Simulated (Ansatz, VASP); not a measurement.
**MgFe3O: VASP beside Ansatz**

```
CELL_PARAMETERS angstrom
2.92282 0.00000 0.00000
0.00000 2.92282 0.00000
0.00000 0.00000 13.23722
ATOMIC_POSITIONS crystal
Mg 0.00000 0.50000 0.91505
Mg 0.50000 0.00000 0.08495
Fe 0.00000 0.50000 0.24308
Fe 0.50000 0.00000 0.75692
Fe 0.50000 0.00000 0.34118
Fe 0.00000 0.50000 0.44717
Fe 0.00000 0.50000 0.65882
Fe 0.50000 0.00000 0.55283
O 0.50000 0.00000 0.92067
O 0.00000 0.50000 0.07933
```

Alike in both runs: functional PBE; k mesh 6 × 6 × 2; occupations gaussian, width 0.2 eV; collinear spin.

Ansatz relaxed the structure, and its values are those at the end. VASP's run is a single point on that final structure, the one shown.

|  | VASP | Ansatz |
| --- | --- | --- |
| version | VASP 6.6.1 | Ansatz 0.2.0 |
| potentials or method | VASP PAW PBE potentials, release 64 (Mg, Fe, O), cutoff 520 eV | scalar-relativistic, plane waves, PAW |
| valence electrons in the cell | 64 | 128 |

|  | VASP | Ansatz | Ansatz less VASP |
| --- | --- | --- | --- |
| gap on the k mesh at the Fermi level (eV) | none | none | - |
| pressure (GPa) | 0.2 | 0.4 | +0.24 |
| rms of the force components (eV/Å) | 0.027 | 0.030 | +0.0035 |
| net moment per atom (μB) | 1.52 | 1.51 | -0.006 |
| size of the moment on the site where the two differ most (μB) | 2.78 | 2.70 | -0.075 |

Site moments also hang on the region over which each program counts them. A gap of «none» marks a metal or a gap that the smearing closes. VASP's potentials hold 64 valence electrons a cell and Ansatz's 128, so a difference there can come from the potentials and not from the codes.
